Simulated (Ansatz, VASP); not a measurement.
# Be: VASP beside Ansatz

File POSCAR:

```
Be
1.0
   -1.4136124988      1.4136124988      1.3222337796
    1.4136124988     -1.4136124988      1.3222337796
    1.4136124988      1.4136124988     -1.3222337796
Be
1
Direct
    0.0000000000      0.0000000000      0.0000000000
```

The input INCAR.step1:

```
ALGO = Normal
EDIFF = 1E-5
ENCUT = 660
GGA = PE
GGA_COMPAT = F
ISMEAR = 0
LASPH = T
LCHARG = F
LREAL = F
LWAVE = T
NBANDS = 7
NELM = 120
PREC = Accurate
SIGMA = 0.1
```

File INCAR.step2:

```
ALGO = Normal
EDIFF = 1E-6
ENCUT = 660
GGA_COMPAT = F
ISIF = 2
ISMEAR = 0
ISTART = 1
LASPH = T
LCHARG = F
LMIXTAU = T
LREAL = F
LWAVE = F
METAGGA = R2SCAN
NBANDS = 7
NELM = 120
PREC = Accurate
SIGMA = 0.1
```

Contents of KPOINTS:

```
k-points
0
Gamma
  10 10 10
```

Input for Ansatz:

```yaml
crystal:
  lattice:
    - [-1.4136124988, 1.4136124988, 1.3222337796]
    - [1.4136124988, -1.4136124988, 1.3222337796]
    - [1.4136124988, 1.4136124988, -1.3222337796]
  atoms:
    - { symbol: Be, position: [0.0, 0.0, 0.0] }
basis:
  ecutwfc: 500
kpoints:
  mp_grid: { grid: [10, 10, 10] }
hamiltonian:
  xc: r2scan
scf:
  occupations: { method: gaussian, width: 0.1 }
output:
  forces: true
  stress: true
  eigenvalues: true
```

Alike in both runs: task single point; functional r2SCAN; k mesh 10 × 10 × 10; occupations gaussian, width 0.1 eV; no spin polarisation.

```csv
,VASP,Ansatz
version,VASP 6.6.1,Ansatz 0.2.0
potentials or method,"VASP PAW PBE potentials, release 64 (Be), cutoff 660 eV","scalar-relativistic, plane waves, PAW"
valence electrons in the cell,2,2
```

```csv
,VASP,Ansatz,Ansatz less VASP
gap on the k mesh at the Fermi level (eV),none,none,-
pressure (GPa),-22.1,-22.0,+0.09
"traceless stress, the component that is largest in VASP (GPa)",-3.39,-3.39,+0.003
```

VASP's potentials were made for PBE, not for r2SCAN. A gap of «none» marks a metal or a gap that the smearing closes.
